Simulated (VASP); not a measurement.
# Ti3C in VASP: a series of runs, part 2 of 2

VASP 6.6.1. The steps go on from the part before.

### 3 Single point, PBE

INCAR

```
PREC = Accurate ; ENCUT = 520
EDIFF = 1E-7 ; ISMEAR = 0
SIGMA = 0.1 ; LREAL = False
LASPH = True ; NELM = 60
ALGO = Normal ; ISIF = 2
LWAVE = False ; LCHARG = False
LDIPOL = True ; IDIPOL = 3
DIPOL = 0.5 0.5 0.353 ; GGA = PE
NBANDS = 28
```

KPOINTS

```
Automatic mesh
0
Gamma
  9 9 1
```

POSCAR

```
Ti3C
1.0
    2.9075446952      0.0000000000      0.0000000000
    0.0000000000      2.9075446952      0.0000000000
    0.0000000000      0.0000000000     19.3059824261
Ti C
3 1
Direct
    0.5000000000      0.5000000000      0.2071896634
    0.0000000000      0.0000000000      0.3057583540
    0.5000000000      0.5000000000      0.4043297178
    0.6666666667      0.6666666667      0.4937789459
```

Potentials or basis: VASP PAW PBE potentials, release 64 (Ti_sv, C).

Launch:

```bash
$ cat potpaw_PBE.64/Ti_sv/POTCAR potpaw_PBE.64/C/POTCAR > POTCAR
$ mpirun -np 1 vasp_std > vasp.out
```

OUTCAR:

```text
PREC = Accurate
   ENCUT = 520
   EDIFF = 1E-7
   ISMEAR = 0
   LREAL = False
   LASPH = True
   NELM = 60
   ISIF = 2
   GGA = PE

 ion  position               nearest neighbor table
   1  0.500  0.500  0.207-   2 2.80   2 2.80   2 2.80   2 2.80
   2  0.000  0.000  0.306-   1 2.80   1 2.80   1 2.80   1 2.80   3 2.80   3 2.80   3 2.80   3 2.80

   3  0.500  0.500  0.404-   4 1.86   2 2.80   2 2.80   2 2.80   2 2.80
   4  0.667  0.667  0.494-   3 1.86

  LATTYP: Found a simple tetragonal cell.
 ALAT       =     2.9075446952
 C/A-ratio  =     6.6399606713

  Lattice vectors:

 A1 = (   2.9075446952,   0.0000000000,   0.0000000000)
 A2 = (   0.0000000000,   2.9075446952,   0.0000000000)
 A3 = (   0.0000000000,   0.0000000000,  19.3059824261)

Analysis of symmetry for initial positions (statically):
=====================================================================
 Subroutine PRICEL returns:
 Original cell was already a primitive cell.

 Routine SETGRP: Setting up the symmetry group for a
 simple tetragonal supercell.

 Subroutine GETGRP returns: Found  2 space group operations
 (whereof  2 operations were pure point group operations)
[... 176 lines left out ...]

 k-point     1 :       0.0000    0.0000    0.0000
  band No.  band energies     occupation
      1     -57.4231      2.00000
      2     -57.0305      2.00000
      3     -56.6506      2.00000
      4     -33.8385      2.00000
      5     -33.4599      2.00000
      6     -33.4520      2.00000
[... 733 lines left out ...]
     27       2.7551      0.00000
     28       3.1281      0.00000

 [... further k-points ...]

------------------------ aborting loop because EDIFF is reached ----------------------------------------

 vacuum level on the upper side and lower side of the slab       (xc-potential included)         1.374        -1.757

  FORCE on cell =-STRESS in cart. coord.  units (eV):
  Direction    XX          YY          ZZ          XY          YZ          ZX
  --------------------------------------------------------------------------------------
  -------------------------------------------------------------------------------------
  Total       -1.1793815     -1.1793815      1.8442071      1.0399975      1.1462019      1.1461986
  in kB      -11.5776440    -11.5776440     18.1040424     10.2093523     11.2519297     11.2518972
  external PRESSURE =      -1.6837485 kB  Pullay stress =       0.0000000 kB

 VOLUME and BASIS-vectors are now :
 -----------------------------------------------------------------------------
  energy-cutoff  :      520.00
  volume of cell :      163.21
      direct lattice vectors                 reciprocal lattice vectors
     2.907544695  0.000000000  0.000000000     0.343932804  0.000000000  0.000000000
     0.000000000  2.907544695  0.000000000     0.000000000  0.343932804  0.000000000
     0.000000000  0.000000000 19.305982426     0.000000000  0.000000000  0.051797416

 POSITION                                       TOTAL-FORCE (eV/Angst)
 -----------------------------------------------------------------------------------
      1.45377      1.45377      4.00000         0.053580      0.053580      0.095577
      0.00000      0.00000      5.90297         0.317928      0.317928     -1.121409
      1.45377      1.45377      7.80598        -1.503667     -1.503667      0.977398
      1.93836      1.93836      9.53289         1.132159      1.132159      0.048434
 -----------------------------------------------------------------------------------
    total drift:                                0.000008      0.000008     -0.000204

  FREE ENERGIE OF THE ION-ELECTRON SYSTEM (eV)
  ---------------------------------------------------
  free  energy   TOTEN  =       -26.6643120890 eV

  energy  without entropy=      -26.6232841203  energy(sigma->0) =      -26.64379810

 vacuum level on the upper side and lower side of the slab         6.248         3.026
```

OSZICAR:

```text
N       E                     dE             d eps       ncg     rms          rms(c)
DAV:   1     0.464393874908E+03    0.46439E+03   -0.21743E+04  1544   0.142E+03
DAV:   2     0.320145763999E+02   -0.43238E+03   -0.42414E+03  1492   0.442E+02
DAV:   3    -0.232321547676E+02   -0.55247E+02   -0.53851E+02  2608   0.136E+02
DAV:   4    -0.317823771732E+02   -0.85502E+01   -0.84910E+01  2176   0.445E+01
[... 22 lines left out ...]
DAV:  27    -0.266643099560E+02   -0.26737E-05   -0.37512E-07  1284   0.302E-03    0.199E-03
DAV:  28    -0.266643116325E+02   -0.16765E-05   -0.18019E-07  1008   0.195E-03    0.876E-04
DAV:  29    -0.266643119468E+02   -0.31430E-06   -0.84089E-08   992   0.133E-03    0.253E-04
DAV:  30    -0.266643120626E+02   -0.11579E-06   -0.22890E-08   876   0.927E-04    0.228E-04
DAV:  31    -0.266643120890E+02   -0.26463E-07   -0.11150E-08   832   0.629E-04
   1 F= -.26664312E+02 E0= -.26643798E+02  d E =-.410280E-01
```

It took 1.9 min on 1 thread of Intel Xeon Platinum 8559C (Emerald Rapids), shared host; peak memory 0.31 GiB.

Results:

```
Free energy            : -26.6643 eV
Largest force          : 2.340 eV/Å
Band gap on the k mesh : zero (bands 20 and 21 overlap by 0.30 eV)
```

Forces in eV/Å, atoms in the order of the input:
```
Ti   0.054  0.054  0.096
Ti   0.318  0.318 -1.121
Ti  -1.504 -1.504  0.977
C    1.132  1.132  0.048
```

Levels at points of the mesh, in eV from the Fermi level:
| k point | band 16 | band 17 | band 18 | band 19 | band 20 | band 21 | band 22 | band 23 | band 24 | band 25 |
| --- | --- | --- | --- | --- | --- | --- | --- | --- | --- | --- |
| (0.00, 0.00, 0.00) | -2.46 | -1.61 | -0.56 | -0.56 | 0.00 | 0.65 | 1.09 | 1.14 | 1.59 | 1.83 |

### 4 Relaxation of the atoms, PBE

INCAR

```
ALGO = Fast ; DIPOL = 0.5 0.5 0.349
EDIFF = 1E-6 ; EDIFFG = -0.025
ENCUT = 520 ; GGA = PE
IBRION = 2 ; IDIPOL = 3
ISIF = 2 ; ISMEAR = 0
LASPH = True ; LCHARG = False
LDIPOL = True ; LREAL = False
LWAVE = False ; NELM = 100
NSW = 36 ; PREC = Accurate
SIGMA = 0.1
```

KPOINTS

```
k-points
0
Gamma
  9 9 1
```

POSCAR

```
Ti3C
1.0
    2.9075446952      0.0000000000      0.0000000000
    0.0000000000      2.9075446952      0.0000000000
    0.0000000000      0.0000000000     19.3059824261
Ti C
3 1
Selective dynamics
Direct
    0.5000000000      0.5000000000      0.2071896634  F F F
    0.0000000000      0.0000000000      0.3057583540  F F F
    0.5000000000      0.5000000000      0.4043297178  F F F
    0.8333333333      0.8333333333      0.4789179966  F F T
```

Launch:

```bash
$ cat potpaw_PBE.64/Ti_sv/POTCAR potpaw_PBE.64/C/POTCAR > POTCAR
$ mpirun -np 1 vasp_std > vasp.out
```

Run time: 44 min. Hardware: 1 thread of Oxide Virtual Turin-like, shared host; peak memory 0.3 GiB.

The run converged. Its results:

* Free energy: -28.6770 eV
* Energy gained by relaxing: 173.5 meV/atom
* Ionic steps: 5
* Band gap on the k mesh: zero (bands 20 and 21 overlap by 0.18 eV)

The path:
```csv
step,energy change (eV),largest force on free atoms (eV/Å),pressure (GPa)
1,0.0000,2.5994,-1.84
2,-0.3080,2.2408,-1.01
3,-0.6738,0.6213,2.90
4,-0.6929,0.1450,1.88
5,-0.6941,0.0032,2.07
```

Final structure:
```
CELL_PARAMETERS angstrom
2.90754 0.00000 0.00000
0.00000 2.90754 0.00000
0.00000 0.00000 19.30598
ATOMIC_POSITIONS crystal
Ti 0.50000 0.50000 0.20719
Ti 0.00000 0.00000 0.30576
Ti 0.50000 0.50000 0.40433
C 0.83333 0.83333 0.45637
```

Levels at points of the mesh, in eV from the Fermi level:
```csv
k point,band 18,band 19,band 20,band 21,band 22,band 23
"(0.00, 0.00, 0.00)",-1.12,-0.48,-0.02,0.41,1.13,1.27
```

### 5 Overview

```tsv
task	cell	atoms held fixed (from 0)	atoms held along some axes (from 0)	gap on the mesh (eV)	largest force (eV/Å)
single point	as given, atomic positions A	-	-	none	4.91
single point	as given, atomic positions B	-	-	none	2.34
relaxation of the atoms	atoms relaxed, atomic positions C	[0, 1, 2]	atom 3 along a and b	none	-
```

Alike in all rows: level PBE; potentials or basis VASP PAW PBE potentials, release 64 (Ti_sv, C); no spin polarisation; k mesh 9 × 9 × 1; cutoff (eV) 520; smearing gaussian 0.1 eV.

Total energies depend on the potentials used, so only differences within one code and one set of settings carry meaning.
